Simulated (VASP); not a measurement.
Here is a VASP 6.6.1 calculation.

POSCAR

```
Si32C
1.0
   -5.4697269700      5.4697269700      5.4697269700
    5.4697269700     -5.4697269700      5.4697269700
    5.4697269700      5.4697269700     -5.4697269700
Si C
32 1
Direct
   -0.0040765400      0.0071669800      0.2461981300
    0.0229975000      0.2513741900      0.0120151400
   -0.0035762500      0.5051869300      0.7480375500
   -0.0175896400      0.7430053000      0.4843705600
    0.2558236400     -0.0094976700     -0.0124397800
    0.2270033500      0.2522321900      0.7407182200
    0.2579042400      0.5268534800      0.5069781800
    0.2275640300      0.7427137700      0.2347609100
    0.5937556100      0.0710353600      0.8400904700
    0.4862177200      0.2533421700      0.4841198300
    0.5009150000      0.5074091200      0.2448343900
    0.4995742900      0.7352173400      0.0057189500
    0.7361660600     -0.0097503300      0.5045891600
    0.7558184900      0.2524713000      0.2763207500
    0.7169589800      0.3826870600     -0.0351395100
    0.7516296600      0.7345466000      0.7539374100
   -0.0170894100     -0.0032392100      0.4906357100
    0.0045213200      0.2727653100      0.2596565500
   -0.0041901300      0.4873799700     -0.0116572200
   -0.0031821300      0.7503595500      0.7403262800
    0.2414816800     -0.0013400300      0.2351880500
    0.2659025700      0.2520503700      0.0000414000
    0.2462841700      0.5081379300      0.7483006000
    0.2401668600      0.7732029800      0.4942041700
    0.5221789200     -0.0009139600      0.0265283600
    0.4411263800      0.2171082200      0.6971101700
    0.4992695300      0.5079766000      0.4942019900
    0.4843842400      0.7510801000      0.2496834900
    0.7799653000     -0.0017555800      0.7716344400
    0.7442455500      0.2514089300      0.5197651100
    0.7405624500      0.4895534000      0.2439093400
    0.7512225300      0.7475690300      0.0058630100
    0.3988559800     -0.0016113500      0.6446077600
```

The input INCAR.step1:

```
SYSTEM = Si32C
PREC = Accurate
ENCUT = 520
EDIFF = 1E-5
ISMEAR = -1
SIGMA = 0.01
LREAL = Auto
LASPH = .TRUE.
NELM = 120
ALGO = Normal
ISIF = 2
LWAVE = .TRUE.
LCHARG = .FALSE.
NBANDS = 88
GGA = PE
GGA_COMPAT = .FALSE.
```

The input INCAR.step2:

```
SYSTEM = Si32C
PREC = Accurate
ENCUT = 520
EDIFF = 1E-6
ISMEAR = -1
SIGMA = 0.01
LREAL = Auto
LASPH = .TRUE.
NELM = 120
ALGO = Normal
ISIF = 2
LWAVE = .FALSE.
LCHARG = .FALSE.
GGA = PE
LHFCALC = .TRUE.
AEXX = 0.25
PRECFOCK = Fast
NBANDS = 88
ISTART = 1
GGA_COMPAT = .FALSE.
```

KPOINTS

```
regular mesh
0
G
  1 1 1
  0 0 0
```

Potentials or basis: VASP PAW PBE potentials, release 64 (Si, C).

The run is started by

```bash
$ cat potpaw_PBE.64/Si/POTCAR potpaw_PBE.64/C/POTCAR > POTCAR
$ cp INCAR.step1 INCAR
$ mpirun -np 1 vasp_gam > vasp.out
$ cp INCAR.step2 INCAR
$ mpirun -np 1 vasp_gam > vasp.out
```

**Question.** What does it give for the pressure?

**Answer.** -1.4 GPa.

**Question.** Predict the band gap on the k mesh.

**Answer.** 1.55 eV.

**Question.** Predict the largest force.

**Answer.** 0.347 eV/Å.

Stress tensor (GPa, compression positive):
```
-2.17  0.65 -1.10
 0.65  0.14  0.82
-1.10  0.82 -2.19
```

Caveat: the k points lie up to 0.81 Å⁻¹ apart, too coarse for converged energies, forces and pressures; the PAW data sets were made with another functional, which shifts forces and pressure a little.
